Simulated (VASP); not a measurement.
# Li3HSe (Pm-3m) in VASP: notebook

Li3HSe is run at these levels: PBE; tasks: single point.

Program: VASP 6.6.1. These are calculated values, not measurements. Logs are shortened: lines on timing, memory, paths and dates and some standing lists are left out, and cuts for length are marked.

**1. The cell of the first run**

The structure is cubic, space group Pm-3m (No. 221). The conventional cell has a = 3.864 Å, b = 3.864 Å, c = 3.864 Å, α = 90.00°, β = 90.00°, γ = 90.00°. Within 2.6 Å of Li (site symmetry 4/mmm) lie 2 H at 1.93 Å. Within 2.6 Å of H (site symmetry m-3m) lie 6 Li at 1.93 Å. Se (site symmetry m-3m) has 12 Li at 2.73 Å and 8 H at 3.35 Å within 3.6 Å.

**2. Single point, PBE (11.54 Å³/atom)**

Input file INCAR:

```
PREC     = Accurate       # precision mode
ENCUT    = 520            # plane-wave cutoff, eV
EDIFF    = 1E-6           # SCF threshold, eV
ISMEAR   = 0              # smearing method
SIGMA    = 0.01           # smearing width, eV
LREAL    = F              # projectors in reciprocal space
LASPH    = T              # aspherical terms in the spheres
NELM     = 100            # most SCF steps
ALGO     = Normal         # electronic algorithm
ISIF     = 2              # what is computed and relaxed
LWAVE    = F              # write WAVECAR
LCHARG   = T              # write CHGCAR
GGA      = PE             # functional
LELF     = T              # ELF
LVHAR    = T            
NBANDS   = 16             # bands
```

Input file KPOINTS:

```
regular mesh
0
Gamma
  6 6 6
```

Input file POSCAR:

```
Li3HSe
1.0
    3.8638658419      0.0000000000      0.0000000000
    0.0000000000      3.8638658419      0.0000000000
    0.0000000000      0.0000000000      3.8638658419
Li H Se
3 1 1
Direct
    0.0000000000      0.5000000000      0.5000000000
    0.5000000000      0.0000000000      0.5000000000
    0.5000000000      0.5000000000      0.0000000000
    0.5000000000      0.5000000000      0.5000000000
    0.0000000000      0.0000000000      0.0000000000
```

Potentials or basis: VASP PAW PBE potentials, release 64 (Li_sv, H, Se).

Run with:

```sh
cat potpaw_PBE.64/Li_sv/POTCAR potpaw_PBE.64/H/POTCAR potpaw_PBE.64/Se/POTCAR > POTCAR
mpirun -np 1 vasp_std > vasp.out
```

OUTCAR:

```text
PREC = Accurate
   ENCUT = 520
   EDIFF = 1E-6
   ISMEAR = 0
   LREAL = F
   LASPH = T
   NELM = 100
   ISIF = 2
   GGA = PE

 ion  position               nearest neighbor table
   1  0.000  0.500  0.500-
   2  0.500  0.000  0.500-
   3  0.500  0.500  0.000-
   4  0.500  0.500  0.500-
   5  0.000  0.000  0.000-

  LATTYP: Found a simple cubic cell.
 ALAT       =     3.8638658419

  Lattice vectors:

 A1 = (   3.8638658419,   0.0000000000,   0.0000000000)
 A2 = (   0.0000000000,   3.8638658419,   0.0000000000)
 A3 = (   0.0000000000,   0.0000000000,   3.8638658419)

Analysis of symmetry for initial positions (statically):
=====================================================================
 Subroutine PRICEL returns:
 Original cell was already a primitive cell.

 Routine SETGRP: Setting up the symmetry group for a
 simple cubic supercell.

 Subroutine GETGRP returns: Found 48 space group operations
 (whereof 48 operations were pure point group operations)
 out of a pool of 48 trial point group operations.

The static configuration has the point symmetry O_h .

Analysis of symmetry for dynamics (positions and initial velocities):
=====================================================================
 Subroutine PRICEL returns:
 Original cell was already a primitive cell.

 Routine SETGRP: Setting up the symmetry group for a
 simple cubic supercell.

 Subroutine GETGRP returns: Found 48 space group operations
 (whereof 48 operations were pure point group operations)
 out of a pool of 48 trial point group operations.

The dynamic configuration has the point symmetry O_h .

 Subroutine INISYM returns: Found 48 space group operations
 (whereof 48 operations are pure point group operations),
 and found     1 'primitive' translations

----------------------------------------------------------------------------------------

                                     Primitive cell

  volume of cell :      57.6854

  direct lattice vectors                    reciprocal lattice vectors
     3.863865842  0.000000000  0.000000000     0.258808158  0.000000000  0.000000000
     0.000000000  3.863865842  0.000000000     0.000000000  0.258808158  0.000000000
     0.000000000  0.000000000  3.863865842     0.000000000  0.000000000  0.258808158

  length of vectors
     3.863865842  3.863865842  3.863865842     0.258808158  0.258808158  0.258808158

  position of ions in fractional coordinates (direct lattice)
     0.000000000  0.500000000  0.500000000
     0.500000000  0.000000000  0.500000000
     0.500000000  0.500000000  0.000000000
     0.500000000  0.500000000  0.500000000
     0.000000000  0.000000000  0.000000000

  ion indices of the primitive-cell ions
   primitive index   ion index
                 1           1
                 2           2
                 3           3
                 4           4
                 5           5

----------------------------------------------------------------------------------------

 KPOINTS: regular mesh

Automatic generation of k-mesh.
 Grid dimensions read from file:
 generate k-points for:    6    6    6

 Generating k-lattice:

  Cartesian coordinates                     Fractional coordinates (reciprocal lattice)
     0.043134693  0.000000000  0.000000000     0.166666667  0.000000000  0.000000000
     0.000000000  0.043134693  0.000000000     0.000000000  0.166666667  0.000000000
     0.000000000  0.000000000  0.043134693     0.000000000  0.000000000  0.166666667

  Length of vectors
     0.043134693  0.043134693  0.043134693

  Shift w.r.t. Gamma in fractional coordinates (k-lattice)
     0.000000000  0.000000000  0.000000000

 Subroutine IBZKPT returns following result:
 ===========================================

 Found     20 irreducible k-points:

 Following reciprocal coordinates:
            Coordinates               Weight
  0.000000  0.000000  0.000000      1.000000
  0.166667  0.000000  0.000000      6.000000
  0.333333  0.000000  0.000000      6.000000
  0.500000  0.000000  0.000000      3.000000
  0.166667  0.166667  0.000000     12.000000
  0.333333  0.166667  0.000000     24.000000
[... 12 lines left out ...]
  0.500000  0.500000  0.333333      6.000000
  0.500000  0.500000  0.500000      1.000000
   k-points           NKPTS =     20   k-points in BZ     NKDIM =     20   number of bands    NBANDS=     16
   number of dos      NEDOS =    301   number of ions     NIONS =      5
   total plane-waves  NPLWV =  27000
   dimension x,y,z NGX =    30 NGY =   30 NGZ =   30
   dimension x,y,z NGXF=    60 NGYF=   60 NGZF=   60
   ions per type =               3   1   1
   NGX,Y,Z   is equivalent  to a cutoff of  12.91, 12.91, 12.91 a.u.
   NGXF,Y,Z  is equivalent  to a cutoff of  25.82, 25.82, 25.82 a.u.
 SYSTEM =  unknown system
   PREC   = accura    normal or accurate (medium, high low for compatibility)
   ISTART =      0    job   : 0-new  1-cont  2-samecut
   ICHARG =      2    charge: 1-file 2-atom 10-const
   ISPIN  =      1    spin polarized calculation?
   LNONCOLLINEAR =      F non collinear calculations
   LSORBIT =      F    spin-orbit coupling
   LASPH  =      T    aspherical Exc in radial PAW
   ENCUT  =  520.0 eV  38.22 Ry    6.18 a.u.   7.18  7.18  7.18*2*pi/ulx,y,z
   NELM   =    100;   NELMIN=  2; NELMDL= -5     # of ELM steps
   EDIFF  = 0.1E-05   stopping-criterion for ELM
   LREAL  =      F    real-space projection
   EDIFFG = 0.1E-04   stopping-criterion for IOM
   NSW    =      0    number of steps for IOM
   IBRION =     -1    ionic relax: 0-MD 1-quasi-New 2-CG
   NFREE  =      0    steps in history (QN), initial steepest desc. (CG)
   ISIF   =      2    stress and relaxation
   ISYM   =      2    0-nonsym 1-usesym 2-fastsym
   POTIM  = 0.5000    time-step for ionic-motion
   TEBEG  =    0.0;   TEEND  =   0.0 temperature during run
   PSTRESS=    0.0 pullay stress
   NELECT =      16.0000    total number of electrons
   NUPDOWN=      -1.0000    fix difference up-down
   EMIN   =  10.00;   EMAX   =-10.00  energy-range for DOS
   EFERMI =   0.00;   METHOD = LEGACY
   ISMEAR =     0;   SIGMA  =   0.01  broadening in eV -4-tet -1-fermi 0-gaus
   EFERMI_NEDOS =   21; number of points for ismear=-14 and -15
   IALGO  =     38    algorithm
   IMIX   =      4    mixing-type and parameters
     AMIX     =   0.40;   BMIX     =  1.00
     AMIX_MAG =   1.60;   BMIX_MAG =  1.00
  volume/ion in A,a.u.               =      11.54        77.86
  Fermi-wavevector in a.u.,A,eV,Ry     =   1.067643  2.017553 15.508763  1.139862
  Thomas-Fermi vector in A             =   2.203266
   LORBIT       =      0    0 simple, 1 ext, 2 COOP (PROOUT), +10 PAW based schemes
   GGA     = PE    functional components
   LHFCALC =     F    Hartree Fock is set to
   AEXX    =    0.0000 exact exchange contribution
   IVDW    =     0    specifies the selected vdW correction
   LEPSILON=     F    determine dielectric tensor
   LRPA    =     F    only Hartree local field effects (RPA)
 non-spin polarized calculation
 Gauss-broadening in eV      SIGMA  =   0.01
  energy-cutoff  :      520.00
  volume of cell :       57.69
 maximum number of plane-waves:      1596
 NGX is ok and might be reduce to    30
   NGX = 15   NGY = 15   NGZ = 15

 number of electron      15.9999996 magnetization

 Free energy of the ion-electron system (eV)
  ---------------------------------------------------
  ext. energy  EPLUGINS =         0.00000000
  ---------------------------------------------------
  free energy    TOTEN  =       -17.09433706 eV

  energy without entropy =      -17.09433706  energy(sigma->0) =      -17.09433706

 E-fermi :   2.6658     XC(G=0):  -9.2140

 val. band max:        2.5240737944   @ k =   0.5000   0.5000   0.0000
 cond. band min:       6.2147197332   @ k =   0.5000   0.0000   0.0000
 fundamental gap:      3.6906459388
 Fermi energy:         2.6657571669

 k-point     1 :       0.0000    0.0000    0.0000
  band No.  band energies     occupation
      1     -42.6220      2.00000
      2     -42.5564      2.00000
      3     -42.5564      2.00000
      4      -9.5414      2.00000
      5      -0.3224      2.00000
      6       1.1738      2.00000
[... 8 lines left out ...]
     15      13.8175      0.00000
     16      13.8175      0.00000

 k-point     2 :       0.1667    0.0000    0.0000
  band No.  band energies     occupation
      1     -42.6179      2.00000
      2     -42.5601      2.00000
      3     -42.5563      2.00000
      4      -9.4682      2.00000
      5      -0.9937      2.00000
      6       1.3338      2.00000
[... 8 lines left out ...]
     15      12.6812      0.00000
     16      12.6812      0.00000

 k-point     3 :       0.3333    0.0000    0.0000
  band No.  band energies     occupation
      1     -42.6076      2.00000
      2     -42.5698      2.00000
      3     -42.5561      2.00000
      4      -9.3104      2.00000
      5      -1.9487      2.00000
      6       1.7125      2.00000
[... 8 lines left out ...]
     15      12.8779      0.00000
     16      14.5623      0.00000

 k-point     4 :       0.5000    0.0000    0.0000
  band No.  band energies     occupation
      1     -42.5995      2.00000
      2     -42.5776      2.00000
      3     -42.5561      2.00000
      4      -9.2249      2.00000
      5      -2.3472      2.00000
      6       1.8842      2.00000
[... 8 lines left out ...]
     15      15.2076      0.00000
     16      15.3352      0.00000

 k-point     5 :       0.1667    0.1667    0.0000
  band No.  band energies     occupation
      1     -42.6141      2.00000
      2     -42.5616      2.00000
      3     -42.5582      2.00000
      4      -9.3939      2.00000
      5      -1.1908      2.00000
      6       0.5633      2.00000
[... 8 lines left out ...]
     15      11.3966      0.00000
     16      13.7853      0.00000

 k-point     6 :       0.3333    0.1667    0.0000
  band No.  band energies     occupation
      1     -42.6044      2.00000
      2     -42.5700      2.00000
      3     -42.5588      2.00000
      4      -9.2340      2.00000
      5      -1.8407      2.00000
      6       0.5643      2.00000
[... 8 lines left out ...]
     15      12.6788      0.00000
     16      14.6710      0.00000
[... 191 lines left out ...]
 k-point    17 :       0.3333    0.3333    0.3333
  band No.  band energies     occupation
      1     -42.5880      2.00000
      2     -42.5717      2.00000
      3     -42.5717      2.00000
      4      -8.8030      2.00000
      5      -1.3961      2.00000
      6      -0.1395      2.00000
[... 8 lines left out ...]
     15      14.3178      0.00000
     16      15.6501      0.00000

 k-point    18 :       0.5000    0.3333    0.3333
  band No.  band energies     occupation
      1     -42.5824      2.00000
      2     -42.5770      2.00000
      3     -42.5716      2.00000
      4      -8.7038      2.00000
      5      -1.3798      2.00000
      6      -0.2916      2.00000
[... 8 lines left out ...]
     15      15.0890      0.00000
     16      16.5585      0.00000

 k-point    19 :       0.5000    0.5000    0.3333
  band No.  band energies     occupation
      1     -42.5770      2.00000
      2     -42.5769      2.00000
      3     -42.5769      2.00000
      4      -8.6006      2.00000
      5      -1.1502      2.00000
      6      -0.5552      2.00000
[... 8 lines left out ...]
     15      14.8559      0.00000
     16      17.7914      0.00000

 k-point    20 :       0.5000    0.5000    0.5000
  band No.  band energies     occupation
      1     -42.5768      2.00000
      2     -42.5768      2.00000
      3     -42.5768      2.00000
      4      -8.4917      2.00000
      5      -1.1464      2.00000
      6      -0.5027      2.00000
[... 8 lines left out ...]
     15      16.2879      0.00000
     16      18.9451      0.00000

------------------------ aborting loop because EDIFF is reached ----------------------------------------

  FORCE on cell =-STRESS in cart. coord.  units (eV):
  Direction    XX          YY          ZZ          XY          YZ          ZX
  --------------------------------------------------------------------------------------
  -------------------------------------------------------------------------------------
  Total        0.9567266      0.9567266      0.9567266     -0.0000000      0.0000000     -0.0000000
  in kB       26.5724940     26.5724940     26.5724940     -0.0000000      0.0000000     -0.0000000
  external PRESSURE =      26.5724940 kB  Pullay stress =       0.0000000 kB

 VOLUME and BASIS-vectors are now :
 -----------------------------------------------------------------------------
  energy-cutoff  :      520.00
  volume of cell :       57.69
      direct lattice vectors                 reciprocal lattice vectors
     3.863865842  0.000000000  0.000000000     0.258808158  0.000000000  0.000000000
     0.000000000  3.863865842  0.000000000     0.000000000  0.258808158  0.000000000
     0.000000000  0.000000000  3.863865842     0.000000000  0.000000000  0.258808158

 POSITION                                       TOTAL-FORCE (eV/Angst)
 -----------------------------------------------------------------------------------
      0.00000      1.93193      1.93193         0.000000      0.000000      0.000000
      1.93193      0.00000      1.93193         0.000000      0.000000      0.000000
      1.93193      1.93193      0.00000         0.000000      0.000000      0.000000
      1.93193      1.93193      1.93193         0.000000      0.000000      0.000000
      0.00000      0.00000      0.00000         0.000000      0.000000      0.000000
 -----------------------------------------------------------------------------------
    total drift:                                0.000000      0.000000     -0.000000

  FREE ENERGIE OF THE ION-ELECTRON SYSTEM (eV)
  ---------------------------------------------------
  free  energy   TOTEN  =       -17.0943370623 eV

  energy  without entropy=      -17.0943370623  energy(sigma->0) =      -17.09433706
```

Wall time 17 s (1 thread of AMD EPYC 7R13 (Zen 3), shared host); peak memory 0.14 GiB.

What came out:

```
Free energy            : -17.0943 eV
Band gap on the k mesh : 3.69 eV (least direct gap 4.27 eV)
```

Levels at points of the mesh, in eV from the valence-band top:
| k point | band 4 | band 5 | band 6 | band 7 | band 8 | band 9 | band 10 | band 11 | band 12 | band 13 |
| --- | --- | --- | --- | --- | --- | --- | --- | --- | --- | --- |
| (0.00, 0.00, 0.00) | -12.07 | -2.85 | -1.35 | -1.35 | -1.35 | 5.80 | 5.80 | 7.11 | 7.11 | 7.11 |
| (0.50, 0.00, 0.00) | -11.75 | -4.87 | -0.64 | -0.58 | -0.58 | 3.69 | 4.43 | 4.43 | 5.18 | 10.86 |
| (0.50, 0.50, 0.00) | -11.42 | -3.69 | -3.23 | -3.23 | 0.00 | 4.40 | 6.72 | 6.72 | 7.02 | 7.78 |
| (0.50, 0.50, 0.50) | -11.02 | -3.67 | -3.03 | -3.03 | -3.03 | 4.29 | 4.29 | 4.29 | 10.93 | 10.93 |

Caveat: the cutoff is under 1.25 times the usual one of these potentials, so pressure, stress and relaxed cells hold a basis-set (Pulay) error. A k mesh can miss the band edges.

**3. Single point, PBE**

This run uses another cell than the first one, of 12.18 Å³/atom.

Input file INCAR:

```
SYSTEM = Li3HSe
ALGO = Normal ; EDIFF = 1E-6
ENCUT = 520 ; GGA = PE
ISIF = 2 ; ISMEAR = 0
LASPH = .TRUE. ; LCHARG = .TRUE.
LELF = .TRUE. ; LREAL = .FALSE.
LVHAR = .TRUE. ; LWAVE = .FALSE.
NBANDS = 16 ; NELM = 80
PREC = Accurate ; SIGMA = 0.01
```

Input file KPOINTS:

```
k-points
0
G
  6 6 6
  0 0 0
```

POSCAR, as its differences from that of step 2:

```diff
@@ -2,5 +2,5 @@
 1.0
-    3.8638658419      0.0000000000      0.0000000000
-    0.0000000000      3.8638658419      0.0000000000
-    0.0000000000      0.0000000000      3.8638658419
+    3.9341233355      0.0000000000      0.0000000000
+    0.0000000000      3.9341233355      0.0000000000
+    0.0000000000      0.0000000000      3.9341233355
 Li H Se
```

Potentials or basis: VASP PAW PBE potentials, release 64 (Li_sv, H, Se).

Run with:

```sh
cat potpaw_PBE.64/Li_sv/POTCAR potpaw_PBE.64/H/POTCAR potpaw_PBE.64/Se/POTCAR > POTCAR
mpirun -np 1 vasp_std > vasp.out
```

It took 18 s on 1 thread of AMD EPYC 7R13 (Zen 3), shared host; peak memory 0.14 GiB.

Results (log left out):

| Item | Value |
| --- | --- |
| Free energy | -17.1247 eV |
| Band gap on the k mesh | 3.47 eV (least direct gap 4.00 eV) |

Levels at points of the mesh, in eV from the valence-band top:
| k point | band 4 | band 5 | band 6 | band 7 | band 8 | band 9 | band 10 | band 11 | band 12 | band 13 |
| --- | --- | --- | --- | --- | --- | --- | --- | --- | --- | --- |
| (0.00, 0.00, 0.00) | -11.87 | -2.83 | -1.24 | -1.24 | -1.24 | 5.76 | 5.76 | 6.89 | 6.89 | 6.89 |
| (0.50, 0.00, 0.00) | -11.59 | -4.66 | -0.61 | -0.53 | -0.53 | 3.47 | 4.43 | 4.43 | 5.20 | 10.55 |
| (0.50, 0.50, 0.00) | -11.29 | -3.54 | -3.03 | -3.03 | 0.00 | 4.31 | 6.66 | 6.66 | 6.90 | 7.57 |
| (0.50, 0.50, 0.50) | -10.95 | -3.51 | -2.82 | -2.82 | -2.82 | 4.21 | 4.21 | 4.21 | 10.46 | 10.46 |

Caveat: the cutoff is under 1.25 times the usual one of these potentials, so pressure, stress and relaxed cells hold a basis-set (Pulay) error. A k mesh can miss the band edges.

**4. Single point, PBE (11.91 Å³/atom)**

This run uses another cell than the first one, of 11.91 Å³/atom.

Input file INCAR:

```
SYSTEM = Li3HSe
ALGO = Normal ; EDIFF = 1E-6
ENCUT = 520 ; GGA = PE
ISIF = 2 ; ISMEAR = 0
LASPH = .TRUE. ; LCHARG = .FALSE.
LREAL = .FALSE. ; LWAVE = .FALSE.
NBANDS = 16 ; NELM = 100
PREC = Accurate ; SIGMA = 0.01
```

KPOINTS is that of step 3.

POSCAR, as its differences from that of step 3:

```diff
@@ -2,5 +2,5 @@
 1.0
-    3.9341233355      0.0000000000      0.0000000000
-    0.0000000000      3.9341233355      0.0000000000
-    0.0000000000      0.0000000000      3.9341233355
+    3.9045411030      0.0000000000      0.0000000000
+    0.0000000000      3.9045411030      0.0000000000
+    0.0000000000      0.0000000000      3.9045411030
 Li H Se
```

Run with:

```sh
cat potpaw_PBE.64/Li_sv/POTCAR potpaw_PBE.64/H/POTCAR potpaw_PBE.64/Se/POTCAR > POTCAR
mpirun -np 1 vasp_std > vasp.out
```

Wall time 16 s (1 thread of AMD EPYC 7R13 (Zen 3), shared host); peak memory 0.14 GiB.

It converged, with:

```yaml
Free_energy: -17.1178 eV
Band_gap_on_the_k_mesh: 3.56 eV (least direct gap 4.11 eV)
```

Levels at points of the mesh, in eV from the valence-band top:
```csv
k point,band 4,band 5,band 6,band 7,band 8,band 9,band 10,band 11,band 12,band 13
"(0.00, 0.00, 0.00)",-11.95,-2.84,-1.29,-1.29,-1.29,5.78,5.78,6.98,6.98,6.98
"(0.50, 0.00, 0.00)",-11.65,-4.75,-0.62,-0.55,-0.55,3.56,4.43,4.43,5.19,10.68
"(0.50, 0.50, 0.00)",-11.34,-3.60,-3.11,-3.11,0.00,4.35,6.69,6.69,6.95,7.65
"(0.50, 0.50, 0.50)",-10.97,-3.58,-2.90,-2.90,-2.90,4.24,4.24,4.24,10.66,10.66
```

Caveat: the cutoff is under 1.25 times the usual one of these potentials, so pressure, stress and relaxed cells hold a basis-set (Pulay) error.

**5. Summary**

```tsv
cell	gap on the mesh (eV)
a = 3.864 Å, 5 atoms	3.69
a = 3.934 Å, 5 atoms	3.47
a = 3.905 Å, 5 atoms	3.56
```

Alike in all rows: task single point; level PBE; potentials or basis VASP PAW PBE potentials, release 64 (Li_sv, H, Se); no spin polarisation; k mesh 6 × 6 × 6; cutoff (eV) 520; smearing gaussian 0.01 eV.

Caveats: the cutoff is under 1.25 times the usual one of these potentials, so pressure, stress and relaxed cells hold a basis-set (Pulay) error.

Total energies depend on the potentials used, so only differences within one code and one set of settings carry meaning.
